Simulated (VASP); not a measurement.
# Ti (P6_3/mmc) in VASP: a series of runs

The runs below take Ti through single point, with B3LYP, r2SCAN50, PBE-based screened hybrid with 25 % exact exchange, HF, LDA.

Everything below comes from runs of VASP 6.6.1. Logs are shortened: lines on timing, memory, paths and dates and some standing lists are left out, and cuts for length are marked.

### 1 The cell of the first run

The structure is hexagonal, space group P6_3/mmc (No. 194). The conventional cell has a = 2.942 Å, b = 2.942 Å, c = 4.636 Å, α = 90.00°, β = 90.00°, γ = 120.00°. Within 3.8 Å of Ti (site symmetry -6m2) lie 12 Ti at 2.87 to 2.94 Å.

### 2 Single point, B3LYP

Contents of POSCAR:

```
Ti
1.0
    2.9421147475      0.0000000000      0.0000000000
   -1.4710573738      2.5479461122      0.0000000000
    0.0000000000      0.0000000000      4.6361622354
Ti
2
Direct
    0.6666666667      0.3333333333      0.7500000000
    0.3333333333      0.6666666667      0.2500000000
```

Contents of INCAR.step1:

```
SYSTEM = Ti
PREC = Accurate ; ENCUT = 520
EDIFF = 1E-5 ; ISMEAR = -1
SIGMA = 0.05 ; LREAL = .False.
LASPH = .True. ; NELM = 80
ALGO = Normal ; ISIF = 2
LWAVE = .True. ; NBANDS = 19
GGA = PE
```

Contents of INCAR.step2:

```
SYSTEM = Ti
PREC = Accurate ; ENCUT = 520
EDIFF = 1E-6 ; ISMEAR = -1
SIGMA = 0.05 ; LREAL = .False.
LASPH = .True. ; NELM = 80
ALGO = Normal ; ISIF = 2
LWAVE = .False. ; LCHARG = .True.
GGA = B3 ; LHFCALC = .True.
AEXX = 0.2 ; AGGAX = 0.72
AGGAC = 0.81 ; ALDAC = 0.19
PRECFOCK = Normal ; LELF = .True.
LVHAR = .True. ; NBANDS = 19
ISTART = 1
```

Contents of KPOINTS:

```
regular mesh
0
Gamma
  5 5 3
  0 0 0
```

Potentials or basis: VASP PAW PBE potentials, release 64 (Ti_sv).

On the command line:

```
> cat potpaw_PBE.64/Ti_sv/POTCAR > POTCAR
> cp INCAR.step1 INCAR
> mpirun -np 1 vasp_std > vasp.out
> cp INCAR.step2 INCAR
> mpirun -np 1 vasp_std > vasp.out
```

OUTCAR:

```text
SYSTEM = Ti
   PREC = Accurate
   ENCUT = 520
   EDIFF = 1E-6
   ISMEAR = -1
   LREAL = .False.
   LASPH = .True.
   NELM = 80
   ISIF = 2
   GGA = B3
   LHFCALC = .True.
   AEXX = 0.2
   PRECFOCK = Normal
   ISTART = 1

 ion  position               nearest neighbor table
   1  0.667  0.333  0.750-   2 2.87   2 2.87   2 2.87   2 2.87   2 2.87   2 2.87
   2  0.333  0.667  0.250-   1 2.87   1 2.87   1 2.87   1 2.87   1 2.87   1 2.87

  LATTYP: Found a hexagonal cell.
 ALAT       =     2.9421147475
 C/A-ratio  =     1.5757924599

  Lattice vectors:

 A1 = (   2.9421147475,   0.0000000000,   0.0000000000)
 A2 = (  -1.4710573738,   2.5479461122,   0.0000000000)
 A3 = (   0.0000000000,   0.0000000000,   4.6361622354)

Analysis of symmetry for initial positions (statically):
=====================================================================
 Subroutine PRICEL returns:
 Original cell was already a primitive cell.

 Routine SETGRP: Setting up the symmetry group for a
 hexagonal supercell.

 Subroutine GETGRP returns: Found 24 space group operations
 (whereof 12 operations were pure point group operations)
 out of a pool of 24 trial point group operations.

The static configuration has the point symmetry D_3d.
 The point group associated with its full space group is D_6h.

Analysis of symmetry for dynamics (positions and initial velocities):
=====================================================================
 Subroutine PRICEL returns:
 Original cell was already a primitive cell.

 Routine SETGRP: Setting up the symmetry group for a
 hexagonal supercell.

 Subroutine GETGRP returns: Found 24 space group operations
 (whereof 12 operations were pure point group operations)
 out of a pool of 24 trial point group operations.

The dynamic configuration has the point symmetry D_3d.
 The point group associated with its full space group is D_6h.

 Subroutine INISYM returns: Found 24 space group operations
 (whereof 12 operations are pure point group operations),
 and found     1 'primitive' translations

----------------------------------------------------------------------------------------

                                     Primitive cell

  volume of cell :      34.7543

  direct lattice vectors                    reciprocal lattice vectors
     2.942114747  0.000000000  0.000000000     0.339891570  0.196236489  0.000000000
    -1.471057374  2.547946112  0.000000000     0.000000000  0.392472979  0.000000000
     0.000000000  0.000000000  4.636162235     0.000000000  0.000000000  0.215695644

  length of vectors
     2.942114747  2.942114748  4.636162235     0.392472979  0.392472979  0.215695644

  position of ions in fractional coordinates (direct lattice)
     0.666666667  0.333333333  0.750000000
     0.333333333  0.666666667  0.250000000

  ion indices of the primitive-cell ions
   primitive index   ion index
                 1           1
                 2           2

----------------------------------------------------------------------------------------

 KPOINTS: regular mesh

Automatic generation of k-mesh.
 Grid dimensions read from file:
 generate k-points for:    5    5    3

 Generating k-lattice:

  Cartesian coordinates                     Fractional coordinates (reciprocal lattice)
     0.067978314  0.039247298  0.000000000     0.200000000 -0.000000000  0.000000000
     0.000000000  0.078494596  0.000000000     0.000000000  0.200000000  0.000000000
     0.000000000  0.000000000  0.071898548     0.000000000  0.000000000  0.333333333

  Length of vectors
     0.078494596  0.078494596  0.071898548

  Shift w.r.t. Gamma in fractional coordinates (k-lattice)
     0.000000000  0.000000000  0.000000000

 Subroutine IBZKPT returns following result:
 ===========================================

 Found     10 irreducible k-points:

 Following reciprocal coordinates:
            Coordinates               Weight
  0.000000  0.000000  0.000000      1.000000
  0.200000 -0.000000  0.000000      6.000000
  0.400000 -0.000000  0.000000      6.000000
  0.200000  0.200000  0.000000      6.000000
  0.400000  0.200000  0.000000      6.000000
  0.000000  0.000000  0.333333      2.000000
  0.200000 -0.000000  0.333333     12.000000
  0.400000 -0.000000  0.333333     12.000000
  0.200000  0.200000  0.333333     12.000000
  0.400000  0.200000  0.333333     12.000000
   k-points           NKPTS =     10   k-points in BZ     NKDIM =     75   number of bands    NBANDS=     19
   number of dos      NEDOS =    301   number of ions     NIONS =      2
   total plane-waves  NPLWV =  20736
   dimension x,y,z NGX =    24 NGY =   24 NGZ =   36
   dimension x,y,z NGXF=    48 NGYF=   48 NGZF=   72
   ions per type =               2
   NGX,Y,Z   is equivalent  to a cutoff of  13.56, 13.56, 12.91 a.u.
   NGXF,Y,Z  is equivalent  to a cutoff of  27.12, 27.12, 25.82 a.u.
 SYSTEM =  Ti
   PREC   = accura    normal or accurate (medium, high low for compatibility)
   ISTART =      1    job   : 0-new  1-cont  2-samecut
   ICHARG =      0    charge: 1-file 2-atom 10-const
   ISPIN  =      1    spin polarized calculation?
   LNONCOLLINEAR =      F non collinear calculations
   LSORBIT =      F    spin-orbit coupling
   LASPH  =      T    aspherical Exc in radial PAW
   ENCUT  =  520.0 eV  38.22 Ry    6.18 a.u.   5.47  5.47  8.62*2*pi/ulx,y,z
   NELM   =     80;   NELMIN=  2; NELMDL=  0     # of ELM steps
   EDIFF  = 0.1E-05   stopping-criterion for ELM
   LREAL  =      F    real-space projection
   EDIFFG = 0.1E-04   stopping-criterion for IOM
   NSW    =      0    number of steps for IOM
   IBRION =     -1    ionic relax: 0-MD 1-quasi-New 2-CG
   NFREE  =      0    steps in history (QN), initial steepest desc. (CG)
   ISIF   =      2    stress and relaxation
   ISYM   =      3    0-nonsym 1-usesym 2-fastsym
   POTIM  = 0.5000    time-step for ionic-motion
   TEBEG  =    0.0;   TEEND  =   0.0 temperature during run
   PSTRESS=    0.0 pullay stress
   NELECT =      24.0000    total number of electrons
   NUPDOWN=      -1.0000    fix difference up-down
   EMIN   =  10.00;   EMAX   =-10.00  energy-range for DOS
   EFERMI =   0.00;   METHOD = LEGACY
   ISMEAR =    -1;   SIGMA  =   0.05  broadening in eV -4-tet -1-fermi 0-gaus
   EFERMI_NEDOS =   21; number of points for ismear=-14 and -15
   IALGO  =     38    algorithm
   IMIX   =      1    mixing-type and parameters
     AMIX     =   0.40;   BMIX     =  1.00
     AMIX_MAG =   1.60;   BMIX_MAG =  1.00
  volume/ion in A,a.u.               =      17.38       117.27
  Fermi-wavevector in a.u.,A,eV,Ry     =   1.447024  2.734479 28.488949  2.093879
  Thomas-Fermi vector in A             =   2.565026
   LORBIT       =      0    0 simple, 1 ext, 2 COOP (PROOUT), +10 PAW based schemes
   GGA     = B3    functional components
   LHFCALC =     T    Hartree Fock is set to
   PRECFOCK=normal    Normal, Fast or Accurate (Low or Medium for compatibility)
   ENCUT4O =  -1.0   cutoff for four orbital integrals eV
   NKREDX  =     1    reduce k-point grid by
   NKREDY  =     1    reduce k-point grid by
   NKREDZ  =     1    reduce k-point grid by
   AEXX    =    0.2000 exact exchange contribution
   HFSCREEN=    0.0000 screening length (either q_TF or 0.3 A-1)
   HFSCREENC=   0.0000 screening length for correlation (either q_TF or 0.3 A-1)
   ENCUTFOCK=  -1.0 apply spherical cutoff to Coloumb kernel
   IVDW    =     0    specifies the selected vdW correction
   LEPSILON=     F    determine dielectric tensor
   LRPA    =     F    only Hartree local field effects (RPA)
 non-spin polarized calculation
  energy-cutoff  :      520.00
  volume of cell :       34.75
 maximum number of plane-waves:       965
 NGX is ok and might be reduce to    24
  NGX = 18; NGY = 18; NGZ = 28

 number of electron      24.0000003 magnetization

 Free energy of the ion-electron system (eV)
  ---------------------------------------------------
  ext. energy  EPLUGINS =         0.00000000
  ---------------------------------------------------
  free energy    TOTEN  =       -17.93465490 eV

  energy without entropy =      -17.92281899  energy(sigma->0) =      -17.92873694

 E-fermi :   8.6244     XC(G=0):  -9.2351

 val. band max:        8.6231350422   @ k =   0.2000  -0.0000   0.3333
 cond. band min:       8.8973510496   @ k =   0.0000   0.0000   0.3333
 fundamental gap:      0.2742160074
 Fermi energy:         8.6243928754

 k-point     1 :       0.0000    0.0000    0.0000
  band No.  band energies     occupation
      1     -52.3365      2.00000
      2     -52.1859      2.00000
      3     -27.8070      2.00000
      4     -27.0923      2.00000
      5     -27.0923      2.00000
      6     -27.0344      2.00000
[... 11 lines left out ...]
     18      11.0803      0.00000
     19      12.6327      0.00000

 k-point     2 :       0.2000   -0.0000    0.0000
  band No.  band energies     occupation
      1     -52.2977      2.00000
      2     -52.1727      2.00000
      3     -27.7141      2.00000
      4     -27.2644      2.00000
      5     -27.1601      2.00000
      6     -27.1444      2.00000
[... 11 lines left out ...]
     18      11.3168      0.00000
     19      12.9302      0.00000

 k-point     3 :       0.4000   -0.0000    0.0000
  band No.  band energies     occupation
      1     -52.2255      2.00000
      2     -52.1604      2.00000
      3     -27.5555      2.00000
      4     -27.5168      2.00000
      5     -27.4171      2.00000
      6     -27.2230      2.00000
[... 11 lines left out ...]
     18      12.7841      0.00000
     19      13.1578      0.00000

 k-point     4 :       0.2000    0.2000    0.0000
  band No.  band energies     occupation
      1     -52.2413      2.00000
      2     -52.1609      2.00000
      3     -27.5648      2.00000
      4     -27.4186      2.00000
      5     -27.3954      2.00000
      6     -27.2081      2.00000
[... 99 lines left out ...]
     18      12.6506      0.00000
     19      12.8929      0.00000

 k-point     9 :       0.2000    0.2000    0.3333
  band No.  band energies     occupation
      1     -52.2211      2.00000
      2     -52.1809      2.00000
      3     -27.6022      2.00000
      4     -27.5036      2.00000
      5     -27.2558      2.00000
      6     -27.2482      2.00000
[... 11 lines left out ...]
     18      12.7060      0.00000
     19      13.1357      0.00000

 k-point    10 :       0.4000    0.2000    0.3333
  band No.  band energies     occupation
      1     -52.1871      2.00000
      2     -52.1722      2.00000
      3     -27.6305      2.00000
      4     -27.5725      2.00000
      5     -27.3639      2.00000
      6     -27.2523      2.00000
[... 11 lines left out ...]
     18      12.8706      0.00000
     19      14.7259      0.00000

------------------------ aborting loop because EDIFF is reached ----------------------------------------

  FORCE on cell =-STRESS in cart. coord.  units (eV):
  Direction    XX          YY          ZZ          XY          YZ          ZX
  --------------------------------------------------------------------------------------
  -------------------------------------------------------------------------------------
  Total        0.0283197      0.0283197     -0.5191951     -0.0000000      0.0000000      0.0000000
  in kB        1.3055425      1.3055425    -23.9349603     -0.0000000      0.0000000      0.0000000
  external PRESSURE =      -7.1079584 kB  Pullay stress =       0.0000000 kB

 VOLUME and BASIS-vectors are now :
 -----------------------------------------------------------------------------
  energy-cutoff  :      520.00
  volume of cell :       34.75
      direct lattice vectors                 reciprocal lattice vectors
     2.942114747  0.000000000  0.000000000     0.339891570  0.196236489  0.000000000
    -1.471057374  2.547946112  0.000000000     0.000000000  0.392472979  0.000000000
     0.000000000  0.000000000  4.636162235     0.000000000  0.000000000  0.215695644

 POSITION                                       TOTAL-FORCE (eV/Angst)
 -----------------------------------------------------------------------------------
      1.47106      0.84932      3.47712         0.000000     -0.000000      0.000000
     -0.00000      1.69863      1.15904        -0.000000      0.000000      0.000000
 -----------------------------------------------------------------------------------
    total drift:                                0.000005      0.000003     -0.000007

  FREE ENERGIE OF THE ION-ELECTRON SYSTEM (eV)
  ---------------------------------------------------
  free  energy   TOTEN  =       -17.9346548964 eV

  energy  without entropy=      -17.9228189908  energy(sigma->0) =      -17.92873694
```

It took 33 min on 1 thread of Intel Xeon 8259CL, shared host; peak memory 0.17 GiB.

What came out:

| Quantity | Value |
| --- | --- |
| Free energy | -17.9347 eV |
| Pressure | -0.7 GPa |
| Band gap on the k mesh | zero (bands 12 and 13 overlap by 1.56 eV) |

Caveat: the k points lie up to 0.49 Å⁻¹ apart, too coarse for converged energies and pressures of a metal; the PAW data sets were made with another functional, which shifts forces and pressure a little.

### 3 Single point, r2SCAN50

This run uses another cell than the first one, of 17.64 Å³/atom.

Contents of POSCAR:

```
Ti
1.0
    2.9500000000      0.0000000000      0.0000000000
   -1.4750000000      2.5547749412      0.0000000000
    0.0000000000      0.0000000000      4.6800000000
Ti
2
Direct
    0.6666666667      0.3333333333      0.7500000000
    0.3333333333      0.6666666667      0.2500000000
```

Contents of INCAR.step1:

```
ALGO = Normal ; EDIFF = 1E-5
ENCUT = 520 ; GGA = PE
ISIF = 2 ; ISMEAR = -1
LASPH = T ; LCHARG = F
LREAL = F ; LWAVE = T
NBANDS = 19 ; NELM = 100
PREC = Accurate ; SIGMA = 0.05
```

Contents of INCAR.step2:

```
AEXX = 0.5 ; ALGO = Normal
EDIFF = 1E-6 ; ENCUT = 520
ISIF = 2 ; ISMEAR = -1
ISTART = 1 ; LASPH = T
LCHARG = F ; LHFCALC = T
LMIXTAU = T ; LREAL = F
LWAVE = F ; METAGGA = R2SCAN
NBANDS = 19 ; NELM = 100
PREC = Accurate ; PRECFOCK = Normal
SIGMA = 0.05
```

Contents of KPOINTS:

```
k-points
0
Gamma
  5 5 3
```

Potentials or basis: VASP PAW PBE potentials, release 64 (Ti_sv).

On the command line:

```
> cat potpaw_PBE.64/Ti_sv/POTCAR > POTCAR
> cp INCAR.step1 INCAR
> mpirun -np 1 vasp_std > vasp.out
> cp INCAR.step2 INCAR
> mpirun -np 1 vasp_std > vasp.out
```

Run time: 34 min. Hardware: 1 thread of Intel Xeon 8259CL, shared host; peak memory 0.17 GiB.

The run converged. Its results:

| Quantity | Value |
| --- | --- |
| Free energy | -32.1169 eV |
| Pressure | -5.8 GPa |
| Band gap on the k mesh | zero (bands 12 and 13 overlap by 2.67 eV) |

Stress tensor (GPa, compression positive):
```
-5.19  0.00  0.00
 0.00 -5.19  0.00
 0.00  0.00 -7.09
```

Levels at points of the mesh, in eV from the Fermi level:
| k point | band 8 | band 9 | band 10 | band 11 | band 12 | band 13 | band 14 | band 15 | band 16 | band 17 |
| --- | --- | --- | --- | --- | --- | --- | --- | --- | --- | --- |
| (0.00, 0.00, 0.00) | -41.13 | -10.39 | -5.34 | -1.76 | 1.86 | 1.86 | 2.24 | 2.78 | 2.78 | 3.59 |

Caveat: the k points lie up to 0.49 Å⁻¹ apart, too coarse for converged energies and pressures of a metal; the PAW data sets were made with another functional, which shifts forces and pressure a little.

(Part 1 of 2 ends here.)

The gap in the log of VASP goes by the Fermi energy; the results here count the filled bands.